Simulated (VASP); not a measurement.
# LiZn3 (Fm-3m) in VASP: notebook

The runs below take LiZn3 through relaxation of cell and atoms, with LDA.

All numbers are computed with VASP 6.6.1; they aren't measurements. Logs are shortened: lines on timing, memory, paths and dates and some standing lists are left out, and cuts for length are marked.

## 1. The cell of the first run

The structure is cubic, space group Fm-3m (No. 225). The conventional cell has a = 6.022 Å, b = 6.022 Å, c = 6.022 Å, α = 90.00°, β = 90.00°, γ = 90.00°. Within 3.4 Å of Li (site symmetry m-3m) lie 14 Zn at 2.61 to 3.01 Å. Within 3.4 Å of Zn (site symmetry -43m) lie 4 Li at 2.61 Å and 10 Zn at 2.61 to 3.01 Å. Zn (site symmetry m-3m) has 8 Zn at 2.61 Å and 6 Li at 3.01 Å within 3.4 Å.

## 2. Relaxation of cell and atoms, LDA, target pressure 5 GPa, at which the enthalpy is minimised

INCAR reads:

```
ALGO = Normal
EDIFF = 1E-7
EDIFFG = -0.05
ENCUT = 600
IBRION = 2
ISIF = 3
ISMEAR = 1
LASPH = True
LCHARG = False
LREAL = False
LWAVE = False
NELM = 80
NSW = 80
PREC = Accurate
PSTRESS = 50.0
SIGMA = 0.15
```

KPOINTS reads:

```
k-points
0
Gamma
  6 6 6
```

POSCAR reads:

```
LiZn3
1.0
    0.0000000000      3.0111110000      3.0111110000
    3.0111110000      0.0000000000      3.0111110000
    3.0111110000      3.0111110000      0.0000000000
Li Zn
1 3
Direct
    0.0000000000      0.0000000000      0.0000000000
    0.2500000000      0.2500000000      0.2500000000
    0.7500000000      0.7500000000      0.7500000000
    0.5000000000      0.5000000000      0.5000000000
```

Potentials or basis: VASP PAW LDA potentials, release 64 (Li_sv, Zn).

On the command line:

```console
$ cat potpaw_LDA.64/Li_sv/POTCAR potpaw_LDA.64/Zn/POTCAR > POTCAR
$ mpirun -np 1 vasp_std > vasp.out
```

OUTCAR:

```text
EDIFF = 1E-7
   EDIFFG = -0.05
   ENCUT = 600
   IBRION = 2
   ISIF = 3
   ISMEAR = 1
   LASPH = True
   LREAL = False
   NELM = 80
   NSW = 80
   PREC = Accurate
   PSTRESS = 50.0

 ion  position               nearest neighbor table
   1  0.000  0.000  0.000-   2 2.61   3 2.61   3 2.61   3 2.61   3 2.61   2 2.61   2 2.61   2 2.61

   2  0.250  0.250  0.250-   1 2.61   4 2.61   1 2.61   1 2.61   1 2.61   4 2.61   4 2.61   4 2.61
                             3 3.01   3 3.01   3 3.01   3 3.01   3 3.01   3 3.01
   3  0.750  0.750  0.750-   1 2.61   4 2.61   4 2.61   4 2.61   4 2.61   1 2.61   1 2.61   1 2.61
                             2 3.01   2 3.01   2 3.01   2 3.01   2 3.01   2 3.01
   4  0.500  0.500  0.500-   2 2.61   3 2.61   2 2.61   2 2.61   2 2.61   3 2.61   3 2.61   3 2.61

  LATTYP: Found a face centered cubic cell.
 ALAT       =     6.0222220000

  Lattice vectors:

 A1 = (   0.0000000000,   3.0111110000,   3.0111110000)
 A2 = (   3.0111110000,   0.0000000000,   3.0111110000)
 A3 = (   3.0111110000,   3.0111110000,   0.0000000000)

Analysis of symmetry for initial positions (statically):
=====================================================================
 Subroutine PRICEL returns:
 Original cell was already a primitive cell.

 Routine SETGRP: Setting up the symmetry group for a
 face centered cubic supercell.

 Subroutine GETGRP returns: Found 48 space group operations
 (whereof 48 operations were pure point group operations)
 out of a pool of 48 trial point group operations.

The static configuration has the point symmetry O_h .

Analysis of symmetry for dynamics (positions and initial velocities):
=====================================================================
 Subroutine PRICEL returns:
 Original cell was already a primitive cell.

 Routine SETGRP: Setting up the symmetry group for a
 face centered cubic supercell.

 Subroutine GETGRP returns: Found 48 space group operations
 (whereof 48 operations were pure point group operations)
 out of a pool of 48 trial point group operations.

The dynamic configuration has the point symmetry O_h .

 Subroutine INISYM returns: Found 48 space group operations
 (whereof 48 operations are pure point group operations),
 and found     1 'primitive' translations

----------------------------------------------------------------------------------------

                                     Primitive cell

  volume of cell :      54.6022

  direct lattice vectors                    reciprocal lattice vectors
     0.000000000  3.011111000  3.011111000    -0.166051667  0.166051667  0.166051667
     3.011111000  0.000000000  3.011111000     0.166051667 -0.166051667  0.166051667
     3.011111000  3.011111000  0.000000000     0.166051667  0.166051667 -0.166051667

  length of vectors
     4.258354014  4.258354014  4.258354014     0.287609923  0.287609923  0.287609923

  position of ions in fractional coordinates (direct lattice)
     0.000000000  0.000000000  0.000000000
     0.250000000  0.250000000  0.250000000
     0.750000000  0.750000000  0.750000000
     0.500000000  0.500000000  0.500000000

  ion indices of the primitive-cell ions
   primitive index   ion index
                 1           1
                 2           2
                 3           3
                 4           4

----------------------------------------------------------------------------------------

 KPOINTS: k-points

Automatic generation of k-mesh.
 Grid dimensions read from file:
 generate k-points for:    6    6    6

 Generating k-lattice:

  Cartesian coordinates                     Fractional coordinates (reciprocal lattice)
    -0.027675278  0.027675278  0.027675278     0.166666667  0.000000000  0.000000000
[... 73 lines left out ...]
  Thomas-Fermi vector in A             =   2.579489
   LORBIT       =      0    0 simple, 1 ext, 2 COOP (PROOUT), +10 PAW based schemes
   GGA     = CA    functional components
   LHFCALC =     F    Hartree Fock is set to
   AEXX    =    0.0000 exact exchange contribution
   IVDW    =     0    specifies the selected vdW correction
   LEPSILON=     F    determine dielectric tensor
   LRPA    =     F    only Hartree local field effects (RPA)
 conjugate gradient relaxation of ions
 non-spin polarized calculation
 Methfessel and Paxton  Order N= 1 SIGMA  =   0.15
  energy-cutoff  :      600.00
  volume of cell :       54.60
 maximum number of plane-waves:      1853
 NGX is ok and might be reduce to    36
   NGX = 17   NGY = 17   NGZ = 17

--------------------------------------- Ionic step        1  -------------------------------------------

 number of electron      38.9999963 magnetization

 Free energy of the ion-electron system (eV)
  ---------------------------------------------------
  ext. energy  EPLUGINS =         0.00000000
  ---------------------------------------------------
  free energy    TOTEN  =        -8.38532662 eV

  energy without entropy =       -8.38548566  energy(sigma->0) =       -8.38537963

 E-fermi :   2.8463     XC(G=0): -11.4823

 val. band max:        2.7413929303   @ k =   0.5000   0.1667   0.0000
 cond. band min:       2.9125307481   @ k =   0.3333   0.1667   0.0000
 fundamental gap:      0.1711378178
 Fermi energy:         2.8462959849

 k-point     1 :       0.0000    0.0000    0.0000
  band No.  band energies     occupation
      1     -42.1238      2.00000
      2      -6.6811      2.00000
      3      -5.2050      2.00000
      4      -5.2050      2.00000
      5      -4.9157      2.00000
      6      -4.9157      2.00000
[... 405 lines left out ...]
     22       6.8436      0.00000
     23       9.1929      0.00000

------------------------ aborting loop because EDIFF is reached ----------------------------------------

  FORCE on cell =-STRESS in cart. coord.  units (eV):
  Direction    XX          YY          ZZ          XY          YZ          ZX
  --------------------------------------------------------------------------------------
  -------------------------------------------------------------------------------------
  Total       -1.5388111     -1.5388111     -1.5388111      0.0000000      0.0000000      0.0000000
  in kB      -45.1528959    -45.1528959    -45.1528959      0.0000000      0.0000000      0.0000000
  external PRESSURE =     -95.1528959 kB  Pullay stress =      50.0000000 kB

 VOLUME and BASIS-vectors are now :
 -----------------------------------------------------------------------------
  energy-cutoff  :      600.00
  volume of cell :       54.60
      direct lattice vectors                 reciprocal lattice vectors
     0.000000000  3.011111000  3.011111000    -0.166051667  0.166051667  0.166051667
     3.011111000  0.000000000  3.011111000     0.166051667 -0.166051667  0.166051667
     3.011111000  3.011111000  0.000000000     0.166051667  0.166051667 -0.166051667

 POSITION                                       TOTAL-FORCE (eV/Angst)
 -----------------------------------------------------------------------------------
      0.00000      0.00000      0.00000        -0.000000      0.000000      0.000000
      1.50556      1.50556      1.50556         0.000000      0.000000     -0.000000
      4.51667      4.51667      4.51667        -0.000000     -0.000000      0.000000
      3.01111      3.01111      3.01111        -0.000000      0.000000      0.000000
 -----------------------------------------------------------------------------------
    total drift:                                0.000000      0.000000      0.000000

  FREE ENERGIE OF THE ION-ELECTRON SYSTEM (eV)
  ---------------------------------------------------
  free  energy   TOTEN  =        -8.3853266207 eV

  energy  without entropy=       -8.3854856552  energy(sigma->0) =       -8.38537963

  enthalpy is  TOTEN    =        -6.6813261366 eV   P V=        1.7040004842

--------------------------------------- Ionic step        2  -------------------------------------------

 number of electron      38.9999996 magnetization

 Free energy of the ion-electron system (eV)
  ---------------------------------------------------
  ext. energy  EPLUGINS =         0.00000000
  ---------------------------------------------------
  free energy    TOTEN  =        -8.38435307 eV

  energy without entropy =       -8.37956254  energy(sigma->0) =       -8.38275623

 E-fermi :   3.8312     XC(G=0): -12.1003

 val. band max:        3.5150240030   @ k =   0.5000   0.5000   0.0000
 cond. band min:       3.8420872360   @ k =   0.3333   0.3333   0.0000
 fundamental gap:      0.3270632330
 Fermi energy:         3.8311963540

 k-point     1 :       0.0000    0.0000    0.0000
  band No.  band energies     occupation
      1     -41.2153      2.00000
      2      -6.6519      2.00000
      3      -4.8053      2.00000
      4      -4.8053      2.00000
      5      -4.4469      2.00000
      6      -4.4469      2.00000
[... 405 lines left out ...]
     22       8.1290      0.00000
     23      10.6703      0.00000

------------------------ aborting loop because EDIFF is reached ----------------------------------------

  FORCE on cell =-STRESS in cart. coord.  units (eV):
  Direction    XX          YY          ZZ          XY          YZ          ZX
  --------------------------------------------------------------------------------------
  -------------------------------------------------------------------------------------
  Total        1.6986804      1.6986804      1.6986804     -0.0000000     -0.0000000      0.0000000
  in kB       56.1812705     56.1812705     56.1812705     -0.0000000     -0.0000000      0.0000000
  external PRESSURE =       6.1812705 kB  Pullay stress =      50.0000000 kB

 VOLUME and BASIS-vectors are now :
 -----------------------------------------------------------------------------
  energy-cutoff  :      600.00
  volume of cell :       48.44
      direct lattice vectors                 reciprocal lattice vectors
    -0.000000000  2.893345064  2.893345064    -0.172810359  0.172810359  0.172810359
     2.893345064  0.000000000  2.893345064     0.172810359 -0.172810359  0.172810359
     2.893345064  2.893345064  0.000000000     0.172810359  0.172810359 -0.172810359

 POSITION                                       TOTAL-FORCE (eV/Angst)
 -----------------------------------------------------------------------------------
      2.89335      0.00000      2.89335         0.000000      0.000000     -0.000000
      1.44667      1.44667      1.44667         0.000000     -0.000000     -0.000000
      4.34002      4.34002      4.34002        -0.000000      0.000000      0.000000
      2.89335      2.89335      2.89335         0.000000     -0.000000     -0.000000
 -----------------------------------------------------------------------------------
    total drift:                                0.000000      0.000000      0.000000

  FREE ENERGIE OF THE ION-ELECTRON SYSTEM (eV)
  ---------------------------------------------------
  free  energy   TOTEN  =        -8.3843530682 eV

  energy  without entropy=       -8.3795625438  energy(sigma->0) =       -8.38275623

  enthalpy is  TOTEN    =        -6.8725677912 eV   P V=        1.5117852771

 reached required accuracy - stopping structural energy minimisation
```

Wall time 2.3 min (1 thread of AMD EPYC 7R13, shared host); peak memory 0.15 GiB.

What came out:

```yaml
Free_energy: -8.3844 eV
Relaxed_volume: 12.11 Å³/atom
Relaxed_cell: a = 4.092 Å, b = 4.092 Å, c = 4.092 Å, α = 60.00°, β = 60.00°, γ = 60.00°
Space_group_after_relaxing_to_0.1_Å: Fm-3m (No. 225)
Energy_change_on_relaxing_the_run_minimises_the_enthalpy: +0.2 meV/atom
Ionic_steps: 2
Pressure_after_relaxing: 5.6 GPa
Band_gap_on_the_k_mesh: zero (an odd number of electrons rules out a gap without spin polarisation)
```

Step by step:
| step | energy change (eV) | largest force (eV/Å) | pressure (GPa) | volume (Å³) |
| --- | --- | --- | --- | --- |
| 1 | 0.0000 | 0.0000 | -4.52 | 54.60 |
| 2 | 0.0010 | 0.0000 | 5.62 | 48.44 |

Final structure:
```cif
data_structure
_symmetry_space_group_name_H-M 'P 1'
_symmetry_Int_Tables_number 1
_cell_length_a 4.0918
_cell_length_b 4.0918
_cell_length_c 4.0918
_cell_angle_alpha 60.000
_cell_angle_beta 60.000
_cell_angle_gamma 60.000
_cell_volume 48.44
loop_
_atom_site_label
_atom_site_type_symbol
_atom_site_fract_x
_atom_site_fract_y
_atom_site_fract_z
_atom_site_occupancy
Li1 Li 0.00000 0.00000 0.00000 1
Zn1 Zn 0.25000 0.25000 0.25000 1
Zn2 Zn 0.75000 0.75000 0.75000 1
Zn3 Zn 0.50000 0.50000 0.50000 1
```

Caveat: the cutoff is under 1.25 times the usual one of these potentials, so pressure, stress and relaxed cells hold a basis-set (Pulay) error; the cell is relaxed towards a set pressure, so the run minimises the enthalpy, not the energy.

## 3. Relaxation of cell and atoms, LDA, target pressure 10 GPa, at which the enthalpy is minimised

INCAR reads:

```
SYSTEM = LiZn3
ALGO = Normal
EDIFF = 1E-6
EDIFFG = -0.05
ENCUT = 600
IBRION = 2
ISIF = 3
ISMEAR = 1
LASPH = .True.
LCHARG = .False.
LREAL = .False.
LWAVE = .False.
NELM = 80
NSW = 80
PREC = Accurate
PSTRESS = 100.0
SIGMA = 0.15
```

KPOINTS reads:

```
k-points
0
Gamma
  6 6 6
  0 0 0
```

POSCAR is that of step 2.

Potentials or basis: VASP PAW LDA potentials, release 64 (Li_sv, Zn).

On the command line:

```console
$ cat potpaw_LDA.64/Li_sv/POTCAR potpaw_LDA.64/Zn/POTCAR > POTCAR
$ mpirun -np 1 vasp_std > vasp.out
```

It took 3.1 min on 1 thread of AMD EPYC 7R13, shared host; peak memory 0.16 GiB.

Results (log left out):

| Item | Value |
| --- | --- |
| Free energy | -8.3009 eV |
| Relaxed volume | 11.68 Å³/atom |
| Relaxed cell | a = 4.042 Å, b = 4.042 Å, c = 4.042 Å, α = 60.00°, β = 60.00°, γ = 60.00° |
| Space group after relaxing (to 0.1 Å) | Fm-3m (No. 225) |
| Energy change on relaxing (the run minimises the enthalpy) | +21.1 meV/atom |
| Ionic steps | 3 |
| Pressure after relaxing | 9.6 GPa |
| Band gap on the k mesh | zero (an odd number of electrons rules out a gap without spin polarisation) |

Step by step:
| step | energy change (eV) | largest force (eV/Å) | pressure (GPa) | volume (Å³) |
| --- | --- | --- | --- | --- |
| 1 | 0.0000 | 0.0000 | -4.50 | 54.60 |
| 2 | 0.1805 | 0.0000 | 13.99 | 45.41 |
| 3 | 0.0844 | 0.0000 | 9.56 | 46.71 |

Final structure:
```
Li Zn
1.0
     0.00000    2.85846    2.85846
     2.85846    0.00000    2.85846
     2.85846    2.85846    0.00000
Li Zn
1 3
Direct
  0.00000 0.00000 0.00000
  0.25000 0.25000 0.25000
  0.75000 0.75000 0.75000
  0.50000 0.50000 0.50000
```

Levels at points of the mesh, in eV from the Fermi level:
```csv
k point,band 17,band 18,band 19,band 20,band 21,band 22
"(0.00, 0.00, 0.00)",-7.41,2.80,2.80,2.80,3.70,3.70
"(0.50, 0.00, 0.00)",-6.56,-6.51,1.34,1.34,2.37,2.37
"(0.50, 0.50, 0.00)",-5.72,-5.36,-2.62,-2.62,-0.25,3.21
```

Caveat: the cutoff is under 1.25 times the usual one of these potentials, so pressure, stress and relaxed cells hold a basis-set (Pulay) error; the cell is relaxed towards a set pressure, so the run minimises the enthalpy, not the energy.

The gap in the log of VASP goes by the Fermi energy; the results here count the filled bands.